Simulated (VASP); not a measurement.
C: single point with PBEsol

The system is C.

```
CELL_PARAMETERS angstrom
0.00000 1.78337 1.78337
1.78337 0.00000 1.78337
1.78337 1.78337 0.00000
ATOMIC_POSITIONS crystal
C 0.00000 0.00000 0.00000
C 0.25000 0.25000 0.25000
```

| Item | Value |
| --- | --- |
| Program | VASP 6.6.1 |
| Task | single point |
| Functional | PBEsol |
| Potentials or basis | VASP PAW PBE potentials, release 64 (C) |
| Cutoff | 600 eV |
| k mesh | 5 × 5 × 5 |
| Occupations | fermi-dirac, width 0.1 eV |
| Spin | no spin polarisation |
| Dipole correction | no |
| Further INCAR settings | ALGO = Normal; EDIFF = 1e-06; NBANDS = 11 |

The pressure is -4.1 GPa and the band gap on the k mesh is 4.03 eV, indirect (least direct gap 5.54 eV).

Levels at points of the mesh, in eV from the valence-band top:
| k point | band 1 | band 2 | band 3 | band 4 | band 5 | band 6 | band 7 | band 8 | band 9 |
| --- | --- | --- | --- | --- | --- | --- | --- | --- | --- |
| (0.00, 0.00, 0.00) | -21.53 | 0.00 | 0.00 | 0.00 | 5.54 | 5.54 | 5.54 | 13.37 | 18.95 |

Run time: 2.4 s on 1 thread of Intel Xeon 6975P-C, on a shared host, peak memory 0.11 GiB.

Caveat: the k points lie up to 0.61 Å⁻¹ apart; the PAW data sets were made with another functional, which shifts forces and pressure a little. A k mesh can miss the band edges.
